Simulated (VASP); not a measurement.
# Ge (Im-3m) in VASP: further runs

Runs on Ge. Level: PBE. Tasks: density of states.

Everything below comes from runs of VASP 6.6.1. Logs are shortened: lines on timing, memory, paths and dates and some standing lists are left out, and cuts for length are marked.

### Step 1. The cell of the first run

It takes space group Im-3m (No. 229, cubic). The conventional cell has a = 2.853 Å, b = 2.853 Å, c = 2.853 Å, α = 90.00°, β = 90.00°, γ = 90.00°. Ge (site symmetry m-3m) has 14 Ge at 2.47 to 2.85 Å within 3.3 Å.

### Step 2. Density of states, PBE (volume scaled by 0.6)

Contents of POSCAR:

```
Ge
1.0
   -1.4265801743      1.4265801743      1.4265801743
    1.4265801743     -1.4265801743      1.4265801743
    1.4265801743      1.4265801743     -1.4265801743
Ge
1
Direct
    0.0000000000      0.0000000000      0.0000000000
```

Contents of INCAR.step1:

```
PREC = Accurate
ENCUT = 520
EDIFF = 1E-6
ISMEAR = -1
SIGMA = 0.08
LREAL = F
LASPH = T
NELM = 60
ALGO = Normal
ISIF = 2
LWAVE = F
LCHARG = T
GGA = PE
NBANDS = 13
```

Contents of KPOINTS.step1:

```
Automatic mesh
0
Gamma
  16 16 16
```

Contents of INCAR.step2:

```
PREC = Accurate
ENCUT = 520
EDIFF = 1E-6
ISMEAR = -5
SIGMA = 0.08
LREAL = F
LASPH = T
NELM = 60
ALGO = Normal
ISIF = 2
LWAVE = F
LCHARG = F
GGA = PE
LORBIT = 10
NBANDS = 13
NEDOS = 1001
ICHARG = 11
```

Contents of KPOINTS.step2:

```
Automatic mesh
0
Gamma
  24 24 24
```

Potentials or basis: VASP PAW PBE potentials, release 64 (Ge_d).

Launch:

```console
$ cat potpaw_PBE.64/Ge_d/POTCAR > POTCAR
$ cp INCAR.step1 INCAR
$ cp KPOINTS.step1 KPOINTS
$ mpirun -np 1 vasp_std > vasp.out
$ cp INCAR.step2 INCAR
$ cp KPOINTS.step2 KPOINTS
$ mpirun -np 1 vasp_std > vasp.out
```

OUTCAR:

```text
PREC = Accurate
   ENCUT = 520
   EDIFF = 1E-6
   ISMEAR = -5
   LREAL = F
   LASPH = T
   NELM = 60
   ISIF = 2
   GGA = PE
   LORBIT = 10
   ICHARG = 11

 ion  position               nearest neighbor table
   1  0.000  0.000  0.000-

  LATTYP: Found a body centered cubic cell.
 ALAT       =     2.8531603486

  Lattice vectors:

 A1 = (  -1.4265801743,   1.4265801743,   1.4265801743)
 A2 = (   1.4265801743,  -1.4265801743,   1.4265801743)
 A3 = (   1.4265801743,   1.4265801743,  -1.4265801743)

Analysis of symmetry for initial positions (statically):
=====================================================================
 Subroutine PRICEL returns:
 Original cell was already a primitive cell.

 Routine SETGRP: Setting up the symmetry group for a
 body centered cubic supercell.

 Subroutine GETGRP returns: Found 48 space group operations
 (whereof 48 operations were pure point group operations)
 out of a pool of 48 trial point group operations.

The static configuration has the point symmetry O_h .

Analysis of symmetry for dynamics (positions and initial velocities):
=====================================================================
 Subroutine PRICEL returns:
 Original cell was already a primitive cell.

 Routine SETGRP: Setting up the symmetry group for a
 body centered cubic supercell.

 Subroutine GETGRP returns: Found 48 space group operations
 (whereof 48 operations were pure point group operations)
 out of a pool of 48 trial point group operations.

The dynamic configuration has the point symmetry O_h .

 Subroutine INISYM returns: Found 48 space group operations
 (whereof 48 operations are pure point group operations),
 and found     1 'primitive' translations

----------------------------------------------------------------------------------------

                                     Primitive cell

  volume of cell :      11.6131

  direct lattice vectors                    reciprocal lattice vectors
    -1.426580174  1.426580174  1.426580174     0.000000000  0.350488538  0.350488538
     1.426580174 -1.426580174  1.426580174     0.350488538  0.000000000  0.350488538
     1.426580174  1.426580174 -1.426580174     0.350488538  0.350488538  0.000000000

  length of vectors
     2.470909343  2.470909343  2.470909343     0.495665644  0.495665644  0.495665644

  position of ions in fractional coordinates (direct lattice)
     0.000000000  0.000000000  0.000000000

  ion indices of the primitive-cell ions
[... 81 lines left out ...]
   NFREE  =      0    steps in history (QN), initial steepest desc. (CG)
   ISIF   =      2    stress and relaxation
   ISYM   =      2    0-nonsym 1-usesym 2-fastsym
   POTIM  = 0.5000    time-step for ionic-motion
   TEBEG  =    0.0;   TEEND  =   0.0 temperature during run
   PSTRESS=    0.0 pullay stress
   NELECT =      14.0000    total number of electrons
   NUPDOWN=      -1.0000    fix difference up-down
   EMIN   =  10.00;   EMAX   =-10.00  energy-range for DOS
   EFERMI =   0.00;   METHOD = LEGACY
   ISMEAR =    -5;   SIGMA  =   0.08  broadening in eV -4-tet -1-fermi 0-gaus
   EFERMI_NEDOS =   21; number of points for ismear=-14 and -15
   IALGO  =     38    algorithm
   IMIX   =      4    mixing-type and parameters
     AMIX     =   0.40;   BMIX     =  1.00
     AMIX_MAG =   1.60;   BMIX_MAG =  1.00
  volume/ion in A,a.u.               =      11.61        78.37
  Fermi-wavevector in a.u.,A,eV,Ry     =   1.742347  3.292558 41.304202  3.035773
  Thomas-Fermi vector in A             =   2.814629
   LORBIT       =     10    0 simple, 1 ext, 2 COOP (PROOUT), +10 PAW based schemes
   GGA     = PE    functional components
   LHFCALC =     F    Hartree Fock is set to
   AEXX    =    0.0000 exact exchange contribution
   IVDW    =     0    specifies the selected vdW correction
   LEPSILON=     F    determine dielectric tensor
   LRPA    =     F    only Hartree local field effects (RPA)
 non-spin polarized calculation
 Fermi weights with tetrahedron method with Bloechl corrections
  energy-cutoff  :      520.00
  volume of cell :       11.61
 maximum number of plane-waves:       328

 number of electron      13.9999977 magnetization

 Free energy of the ion-electron system (eV)
  ---------------------------------------------------
  ext. energy  EPLUGINS =         0.00000000
  ---------------------------------------------------
  free energy    TOTEN  =        -2.64452853 eV

  energy without entropy =       -2.64452853  energy(sigma->0) =       -2.64452853

 E-fermi :  13.3724     XC(G=0): -13.9731

 val. band max:       13.5968629952   @ k =  -0.3750   0.3750   0.3750
 cond. band min:      13.1338470541   @ k =   0.2083   0.2083   0.0833
 fundamental gap:     -0.4630159411
 Fermi energy:        13.3724072772

 k-point     1 :       0.0000    0.0000    0.0000
  band No.  band energies     occupation
      1     -12.0057      2.00000
      2     -12.0057      2.00000
      3     -12.0057      2.00000
      4     -11.6835      2.00000
      5     -11.6835      2.00000
      6      -4.9468      2.00000
      7      28.9990      0.00000
      8      28.9990      0.00000
      9      28.9990      0.00000
     10      32.8749      0.00000
     11      32.8749      0.00000
     12      32.8750      0.00000
     13      32.9413      0.00000
[... 354 lines left out ...]
  band No.  band energies     occupation
      1     -12.1436      2.00000
      2     -12.0827      2.00000
      3     -11.7009      2.00000
      4     -11.6842      2.00000
      5     -11.4931      2.00000
      6       3.9743      2.00000
      7       5.6221      2.00000
      8      19.8274      0.00000
      9      22.0645      0.00000
     10      25.7357      0.00000
     11      27.5169      0.00000
     12      39.2336      0.00000
     13      40.2775      0.00000

 [... further k-points ...]
[... 5 lines left out ...]
  --------------------------------------------------------------------------------------
  -------------------------------------------------------------------------------------
  Total        7.5096577      7.5096577      7.5096577     -0.0000000     -0.0000000      0.0000000
  in kB     1036.0534971   1036.0534971   1036.0534971     -0.0000000     -0.0000000      0.0000000
  external PRESSURE =    1036.0534971 kB  Pullay stress =       0.0000000 kB

 VOLUME and BASIS-vectors are now :
 -----------------------------------------------------------------------------
  energy-cutoff  :      520.00
  volume of cell :       11.61
      direct lattice vectors                 reciprocal lattice vectors
    -1.426580174  1.426580174  1.426580174     0.000000000  0.350488538  0.350488538
     1.426580174 -1.426580174  1.426580174     0.350488538  0.000000000  0.350488538
     1.426580174  1.426580174 -1.426580174     0.350488538  0.350488538  0.000000000

 POSITION                                       TOTAL-FORCE (eV/Angst)
 -----------------------------------------------------------------------------------
      0.00000      0.00000      0.00000         0.000000     -0.000000     -0.000000
 -----------------------------------------------------------------------------------
    total drift:                               -0.000000      0.000000     -0.000000

  FREE ENERGIE OF THE ION-ELECTRON SYSTEM (eV)
  ---------------------------------------------------
  free  energy   TOTEN  =        -2.6445285256 eV

  energy  without entropy=       -2.6445285256  energy(sigma->0) =       -2.64452853

 total charge

# of ion       s       p       d       tot
------------------------------------------
    1        1.248   1.337  10.211  12.796
```

OUTCAR.step1:

```text
PREC = Accurate
   ENCUT = 520
   EDIFF = 1E-6
   ISMEAR = -1
   LREAL = F
[... 599 lines left out ...]

 POSITION                                       TOTAL-FORCE (eV/Angst)
 -----------------------------------------------------------------------------------
      0.00000      0.00000      0.00000        -0.000000     -0.000000     -0.000000
 -----------------------------------------------------------------------------------
    total drift:                                0.000000     -0.000000      0.000000

  FREE ENERGIE OF THE ION-ELECTRON SYSTEM (eV)
  ---------------------------------------------------
  free  energy   TOTEN  =        -2.6467227788 eV

  energy  without entropy=       -2.6378495774  energy(sigma->0) =       -2.64228618
```

OSZICAR.step1:

```text
N       E                     dE             d eps       ncg     rms          rms(c)
DAV:   1     0.573764334292E+02    0.57376E+02   -0.66353E+03  4365   0.334E+03
DAV:   2     0.448240011024E+00   -0.56928E+02   -0.54025E+02  3985   0.399E+02
DAV:   3    -0.268713763625E+01   -0.31354E+01   -0.31125E+01  4309   0.591E+01
DAV:   4    -0.270869046804E+01   -0.21553E-01   -0.21550E-01  4368   0.495E+00
DAV:   5    -0.270881192777E+01   -0.12146E-03   -0.12146E-03  4323   0.384E-01    0.282E+00
DAV:   6    -0.267221034758E+01    0.36602E-01   -0.69310E-03  4720   0.216E+00    0.160E+00
DAV:   7    -0.264698333167E+01    0.25227E-01   -0.11147E-02  4583   0.173E+00    0.870E-02
DAV:   8    -0.264671535001E+01    0.26798E-03   -0.66059E-04  4610   0.753E-01    0.462E-02
DAV:   9    -0.264672735430E+01   -0.12004E-04   -0.31026E-05  5100   0.950E-02    0.290E-02
DAV:  10    -0.264672287878E+01    0.44755E-05   -0.12594E-06  4117   0.178E-02    0.708E-04
DAV:  11    -0.264672277882E+01    0.99968E-07   -0.20800E-07  2370   0.720E-03
   1 F= -.26467228E+01 E0= -.26422862E+01  d E =-.887320E-02
```

Run time: 22 s. Hardware: 1 thread of Intel Xeon 6975P-C (Granite Rapids), shared host; peak memory 0.2 GiB.

What came out:

```
Valence electrons inside the program's atomic spheres : Ge 12.80
```

Levels at points of the mesh, in eV from the Fermi level:
```
           k point  band 4  band 5  band 6  band 7  band 8  band 9  band 10  band 11
(0.00, 0.00, 0.00)  -25.06  -25.06  -18.32   15.63   15.63   15.63    19.50    19.50
(0.50, 0.00, 0.00)  -25.05  -24.86   -8.84   -8.44    6.91    9.33    11.61    13.59
(0.50, 0.50, 0.50)  -24.91  -24.91   -1.11   -1.11   -1.11    1.82     3.82     3.82
```

Caveat: the cell differs from its parent crystal (volume scaled by 0.6); tetrahedron occupations give inexact forces and stress in metals.

### Step 3. Density of states, PBE

This run uses another cell than the first one, of 19.36 Å³/atom, 1.667 times its volume.

Contents of POSCAR:

```
Ge
1.0
   -1.6913978235      1.6913978235      1.6913978235
    1.6913978235     -1.6913978235      1.6913978235
    1.6913978235      1.6913978235     -1.6913978235
Ge
1
Direct
    0.0000000000      0.0000000000      0.0000000000
```

Contents of INCAR.step1:

```
SYSTEM = Ge
ALGO = Normal
EDIFF = 1E-6
ENCUT = 520
GGA = PE
ISIF = 2
ISMEAR = -1
LASPH = .TRUE.
LCHARG = .TRUE.
LREAL = .FALSE.
LWAVE = .FALSE.
NBANDS = 13
NELM = 80
PREC = Accurate
SIGMA = 0.08
```

Contents of KPOINTS.step1:

```
k-points
0
G
  16 16 16
  0 0 0
```

Contents of INCAR.step2:

```
SYSTEM = Ge
ALGO = Normal
EDIFF = 1E-6
ENCUT = 520
GGA = PE
ICHARG = 11
ISIF = 2
ISMEAR = -5
LASPH = .TRUE.
LCHARG = .FALSE.
LORBIT = 11
LREAL = .FALSE.
LWAVE = .FALSE.
NBANDS = 13
NEDOS = 1001
NELM = 80
PREC = Accurate
SIGMA = 0.08
```

Contents of KPOINTS.step2:

```
k-points
0
G
  24 24 24
  0 0 0
```

Potentials or basis: VASP PAW PBE potentials, release 64 (Ge_d).

Launch:

```console
$ cat potpaw_PBE.64/Ge_d/POTCAR > POTCAR
$ cp INCAR.step1 INCAR
$ cp KPOINTS.step1 KPOINTS
$ mpirun -np 1 vasp_std > vasp.out
$ cp INCAR.step2 INCAR
$ cp KPOINTS.step2 KPOINTS
$ mpirun -np 1 vasp_std > vasp.out
```

OUTCAR:

```text
SYSTEM = Ge
   EDIFF = 1E-6
   ENCUT = 520
   GGA = PE
   ICHARG = 11
   ISIF = 2
   ISMEAR = -5
   LASPH = .TRUE.
   LORBIT = 11
   LREAL = .FALSE.
   NELM = 80
   PREC = Accurate

 ion  position               nearest neighbor table
   1  0.000  0.000  0.000-

  LATTYP: Found a body centered cubic cell.
 ALAT       =     3.3827956470

  Lattice vectors:

 A1 = (  -1.6913978235,   1.6913978235,   1.6913978235)
 A2 = (   1.6913978235,  -1.6913978235,   1.6913978235)
 A3 = (   1.6913978235,   1.6913978235,  -1.6913978235)

Analysis of symmetry for initial positions (statically):
=====================================================================
 Subroutine PRICEL returns:
 Original cell was already a primitive cell.

 Routine SETGRP: Setting up the symmetry group for a
 body centered cubic supercell.

 Subroutine GETGRP returns: Found 48 space group operations
 (whereof 48 operations were pure point group operations)
 out of a pool of 48 trial point group operations.

The static configuration has the point symmetry O_h .

Analysis of symmetry for dynamics (positions and initial velocities):
=====================================================================
 Subroutine PRICEL returns:
 Original cell was already a primitive cell.

 Routine SETGRP: Setting up the symmetry group for a
 body centered cubic supercell.

 Subroutine GETGRP returns: Found 48 space group operations
 (whereof 48 operations were pure point group operations)
 out of a pool of 48 trial point group operations.

The dynamic configuration has the point symmetry O_h .

 Subroutine INISYM returns: Found 48 space group operations
 (whereof 48 operations are pure point group operations),
 and found     1 'primitive' translations

----------------------------------------------------------------------------------------

                                     Primitive cell
[... 115 lines left out ...]
   LORBIT       =     11    0 simple, 1 ext, 2 COOP (PROOUT), +10 PAW based schemes
   GGA     = PE    functional components
   LHFCALC =     F    Hartree Fock is set to
   AEXX    =    0.0000 exact exchange contribution
   IVDW    =     0    specifies the selected vdW correction
   LEPSILON=     F    determine dielectric tensor
   LRPA    =     F    only Hartree local field effects (RPA)
 non-spin polarized calculation
 Fermi weights with tetrahedron method with Bloechl corrections
  energy-cutoff  :      520.00
  volume of cell :       19.36
 maximum number of plane-waves:       539
 NGX is ok and might be reduce to    24

 number of electron      13.9999993 magnetization

 Free energy of the ion-electron system (eV)
  ---------------------------------------------------
  ext. energy  EPLUGINS =         0.00000000
  ---------------------------------------------------
  free energy    TOTEN  =        -4.17928597 eV

  energy without entropy =       -4.17928597  energy(sigma->0) =       -4.17928597

 E-fermi :   6.5170     XC(G=0): -11.1736

 val. band max:        6.7716780861   @ k =  -0.3750   0.3750   0.3750
 cond. band min:       6.4284579904   @ k =  -0.2917   0.4583   0.1250
 fundamental gap:     -0.3432200957
 Fermi energy:         6.5170365590

 k-point     1 :       0.0000    0.0000    0.0000
  band No.  band energies     occupation
      1     -18.2313      2.00000
      2     -18.2313      2.00000
      3     -18.2313      2.00000
      4     -18.1511      2.00000
      5     -18.1511      2.00000
      6      -6.4346      2.00000
      7      15.4115      0.00000
      8      15.4115      0.00000
      9      15.4115      0.00000
     10      21.2678      0.00000
     11      21.2678      0.00000
     12      21.2678      0.00000
     13      23.3311      0.00000
[... 354 lines left out ...]
  band No.  band energies     occupation
      1     -18.2577      2.00000
      2     -18.2234      2.00000
      3     -18.1559      2.00000
      4     -18.1544      2.00000
      5     -18.1050      2.00000
      6      -1.0015      2.00000
      7       1.5155      2.00000
      8      10.5308      0.00000
      9      12.7778      0.00000
     10      16.0298      0.00000
     11      16.6459      0.00000
     12      25.2192      0.00000
     13      27.1769      0.00000

 [... further k-points ...]
[... 5 lines left out ...]
  --------------------------------------------------------------------------------------
  -------------------------------------------------------------------------------------
  Total       -0.0819819     -0.0819819     -0.0819819      0.0000000      0.0000000      0.0000000
  in kB       -6.7862717     -6.7862717     -6.7862717      0.0000000      0.0000000      0.0000000
  external PRESSURE =      -6.7862717 kB  Pullay stress =       0.0000000 kB

 VOLUME and BASIS-vectors are now :
 -----------------------------------------------------------------------------
  energy-cutoff  :      520.00
  volume of cell :       19.36
      direct lattice vectors                 reciprocal lattice vectors
    -1.691397824  1.691397824  1.691397824     0.000000000  0.295613482  0.295613482
     1.691397824 -1.691397824  1.691397824     0.295613482  0.000000000  0.295613482
     1.691397824  1.691397824 -1.691397824     0.295613482  0.295613482  0.000000000

 POSITION                                       TOTAL-FORCE (eV/Angst)
 -----------------------------------------------------------------------------------
      0.00000      0.00000      0.00000         0.000000     -0.000000      0.000000
 -----------------------------------------------------------------------------------
    total drift:                                0.000000      0.000000      0.000000

  FREE ENERGIE OF THE ION-ELECTRON SYSTEM (eV)
  ---------------------------------------------------
  free  energy   TOTEN  =        -4.1792859652 eV

  energy  without entropy=       -4.1792859652  energy(sigma->0) =       -4.17928597

 total charge

# of ion       s       p       d       tot
------------------------------------------
    1        1.269   0.884  10.015  12.168
```

OUTCAR.step1:

```text
SYSTEM = Ge
   EDIFF = 1E-6
   ENCUT = 520
   GGA = PE
   ISIF = 2
   ISMEAR = -1
   LASPH = .TRUE.
[... 601 lines left out ...]
 -----------------------------------------------------------------------------------
      0.00000      0.00000      0.00000        -0.000000      0.000000     -0.000000
 -----------------------------------------------------------------------------------
    total drift:                                0.000000      0.000000     -0.000000

  FREE ENERGIE OF THE ION-ELECTRON SYSTEM (eV)
  ---------------------------------------------------
  free  energy   TOTEN  =        -4.1825534761 eV

  energy  without entropy=       -4.1706387694  energy(sigma->0) =       -4.17659612
```

Wall time 29 s (1 thread of Intel Xeon 6975P-C (Granite Rapids), shared host); peak memory 0.24 GiB.

What came out:

| Item | Value |
| --- | --- |
| Valence electrons inside the program's atomic spheres | Ge 12.17 |

Levels at points of the mesh, in eV from the Fermi level:
```tsv
k point	band 5	band 6	band 7	band 8	band 9	band 10
(0.00, 0.00, 0.00)	-24.67	-12.95	8.89	8.89	8.89	14.75
(0.50, 0.00, 0.00)	-24.62	-7.43	-5.17	4.26	6.58	9.32
(0.50, 0.50, 0.50)	-24.63	-2.80	-0.44	-0.44	-0.44	4.40
```

Caveat: tetrahedron occupations give inexact forces and stress in metals.
